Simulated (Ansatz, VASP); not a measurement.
## Two plane-wave programs on Ba

```
Ba
1.0
     0.00000    2.99016    2.99016
     2.99016    0.00000    2.99016
     2.99016    2.99016    0.00000
Ba
1
Direct
  0.00000 0.00000 0.00000
```

Alike in both runs: functional LDA; k mesh 16 × 16 × 16; occupations fermi-dirac, width 0.1 eV; no spin polarisation.

Ansatz relaxed the structure, and its values are those at the end. VASP's run is a single point on that final structure, the one shown.

|  | VASP | Ansatz |
| --- | --- | --- |
| version | VASP 6.6.1 | Ansatz 0.2.0 |
| potentials or method | VASP PAW LDA potentials, release 64 (Ba_sv) | PAW with Ansatz's default frozen-core files, scalar-relativistic |
| plane-wave cutoff (eV) | 520 | 420 |
| valence electrons in the cell | 10 | 10 |

VASP gave:

```
pressure (GPa) : 0.1
```

Task: Estimate Ansatz's values.

Result: Pressure (GPa): 0.0.

LDA's correlation is that of Perdew and Zunger in VASP and of Perdew and Wang (1992) in Ansatz.

Spin-orbit coupling is off throughout.
